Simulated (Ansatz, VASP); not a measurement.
**One calculation of Hf, two programs**

INCAR

```
  PREC = Accurate
  ENCUT = 520
  EDIFF = 1E-7
  ISMEAR = -1
  SIGMA = 0.05
  LREAL = F
  LASPH = T
  NELM = 100
  ALGO = Normal
  ISIF = 2
  LWAVE = F
  LCHARG = F
  GGA = PE
  NBANDS = 17
```

Contents of KPOINTS:

```
regular mesh
0
Gamma
  13 13 7
```

File POSCAR:

```
Hf
1.0
    3.1966985242      0.0319669852      0.0319669852
   -1.5706650408      2.7524386376      0.0117007287
    0.0505780000      0.0505780000      5.0578000000
Hf
2
Direct
    0.3333333333      0.6666666667      0.2500000000
    0.6666666667      0.3333333333      0.7500000000
```

Input for Ansatz:

```yaml
crystal:
  lattice:
    - [3.1966985242, 0.0319669852, 0.0319669852]
    - [-1.5706650408, 2.7524386376, 0.0117007287]
    - [0.050578, 0.050578, 5.0578]
  atoms:
    - { symbol: Hf, position: [0.3333333333, 0.6666666667, 0.25] }
    - { symbol: Hf, position: [0.6666666667, 0.3333333333, 0.75] }
kpoints:
  mp_grid: { grid: [13, 13, 7] }
  band_path:
    path:
      - [0.0, 0.0, 0.0]
      - [0.0, -0.5, 0.0]
      - [0.0, 0.0, 0.5]
      - [0.0, 0.0, 0.0]
      - [-0.5, 0.0, 0.0]
      - [-0.5, 0.5, -0.5]
      - [0.0, 0.0, 0.0]
      - [-0.5, 0.0, -0.5]
      - [-0.5, 0.5, 0.0]
    npoints: 5
scf:
  occupations: { method: fermi_dirac, width: 0.05 }
hamiltonian:
  xc: pbe
  pseudopotentials: { kind: all_electron, lapw: { basis_error: 0.0005 } }
output:
  forces: true
  stress: true
  eigenvalues: true
```

Change from the starting cell: equal xy, yz and zx shear strains of +2 %.

Alike in both runs: task single point; functional PBE; k mesh 13 × 13 × 7; occupations fermi-dirac, width 0.05 eV; no spin polarisation.

|  | VASP | Ansatz |
| --- | --- | --- |
| version | VASP 6.6.1 | Ansatz 0.2.0 |
| potentials or method | VASP PAW PBE potentials, release 64 (Hf_pv), cutoff 520 eV | all-electron LAPW, scalar-relativistic |

Ansatz gave:

- pressure (GPa): 0.8
- traceless stress, the component that is largest in VASP (GPa): -1.36
- rms of the force components (eV/Å): 0.029

Task: What did VASP give for the same quantities?

Result: Pressure (GPa): 0.4; traceless stress, the component that is largest in VASP (GPa): -1.35; rms of the force components (eV/Å): 0.029.

Atom by atom the forces differ by 0.000 eV/Å (rms over components). Ansatz ran all-electron here, and VASP with PAW potentials.

Spin-orbit coupling is off throughout.
